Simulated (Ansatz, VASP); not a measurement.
# RbBr in VASP and in Ansatz

```
Rb Br
1.0
     5.86234    0.00000    0.00000
     0.00000    5.86234    0.00000
     0.00000    0.00000    4.15448
Rb Br
2 2
Direct
  0.00000 0.00000 0.50000
  0.50000 0.50000 0.50000
  0.50000 0.00000 0.98547
  0.00000 0.50000 0.01453
```

Alike in both runs: functional PBE; k mesh 2 × 2 × 3; occupations gaussian, width 0.15 eV; no spin polarisation.

Ansatz relaxed the structure, and its values are those at the end. VASP's run is a single point on that final structure, the one shown.

|  | VASP | Ansatz |
| --- | --- | --- |
| version | VASP 6.6.1 | Ansatz 0.2.0 |
| potentials or method | VASP PAW PBE potentials, release 64 (Rb_sv, Br), cutoff 500 eV | scalar-relativistic, plane waves, PAW |
| valence electrons in the cell | 32 | 32 |

|  | VASP | Ansatz | Ansatz less VASP |
| --- | --- | --- | --- |
| gap on the k mesh at the Fermi level (eV) | 4.03 | 4.03 | +0.002 |
| least direct gap on the mesh (eV) | 4.03 | 4.03 | +0.002 |
| pressure (GPa) | 0.6 | 0.6 | -0.03 |
| rms of the force components (eV/Å) | 0.012 | 0.012 | -0.0001 |

The k mesh is coarse, so the values compare programs but aren't converged.
